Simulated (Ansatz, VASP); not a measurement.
# Ni in VASP and in Ansatz

INCAR

```
PREC     = Accurate       # precision mode
ENCUT    = 520            # plane-wave cutoff, eV
EDIFF    = 1E-6           # SCF threshold, eV
ISMEAR   = -1             # smearing method
SIGMA    = 0.05           # smearing width, eV
LREAL    = F              # projectors in reciprocal space
LASPH    = T              # aspherical terms in the spheres
NELM     = 150            # most SCF steps
ALGO     = Normal         # electronic algorithm
ISIF     = 2              # what is computed and relaxed
LWAVE    = F              # write WAVECAR
LCHARG   = F              # write CHGCAR
ISPIN    = 2              # spin polarisation
MAGMOM   = 0.71 0.71      # initial moments
LORBIT   = 11             # projections on sites
LMAXMIX  = 4              # l up to which the mixer works
GGA      = RP             # functional
NBANDS   = 21             # bands
```

File KPOINTS:

```
regular mesh
0
Gamma
  16 16 9
```

POSCAR

```
Ni
1.0
    2.4087792295      0.0000000000      0.0000000000
   -1.2043896148      2.0860640049      0.0000000000
    0.0000000000      0.0000000000      3.9443308288
Ni
2
Direct
    0.3333333333      0.6666666667      0.2500000000
    0.6666666667      0.3333333333      0.7500000000
```

Input for Ansatz:

```yaml
crystal:
  lattice:
    - [2.4087792295, 0.0, 0.0]
    - [-1.2043896148, 2.0860640049, 0.0]
    - [0.0, 0.0, 3.9443308288]
  atoms:
    - { symbol: Ni, position: [0.3333333333, 0.6666666667, 0.25], spin: 0.71 }
    - { symbol: Ni, position: [0.6666666667, 0.3333333333, 0.75], spin: 0.71 }
hamiltonian:
  xc: rpbe
  pseudopotentials:
    kind: paw
    azcp:
      Ni: "pseudopotentials/Ni.paw.azcp"
basis:
  ecutwfc: 420
  fft_grid_basis: typed
kpoints:
  mp_grid: { grid: [16, 16, 9], shift: [0, 0, 0] }
magnetization:
  spin_polarized: true
scf:
  occupations: { method: fermi_dirac, width: 0.05 }
  lower_state_search: "off"
output:
  stress: true
  write_density: true
  write_potential: true
  elf: true
  volumetric_format: npy
```

Alike in both runs: task single point; functional RPBE; k mesh 16 × 16 × 9; occupations fermi-dirac, width 0.05 eV; collinear spin.

|  | VASP | Ansatz |
| --- | --- | --- |
| version | VASP 6.6.1 | Ansatz 0.2.0 |
| potentials or method | VASP PAW PBE potentials, release 64 (Ni), cutoff 520 eV | plane waves (420 eV) with PAW, scalar-relativistic |
| valence electrons in the cell | 20 | 36 |

VASP gave:

```
net moment per atom (μB)                                      : 0.58
size of the moment on the site where the two differ most (μB) : 0.59
```

What did Ansatz give for the same quantities?

net moment per atom (μB): 0.60; size of the moment on the site where the two differ most (μB): 0.63.

VASP's potentials were made for PBE, not for RPBE. Site moments also hang on the region over which each program counts them. VASP's potentials hold 20 valence electrons a cell and Ansatz's 36, so a difference there can come from the potentials and not from the codes.
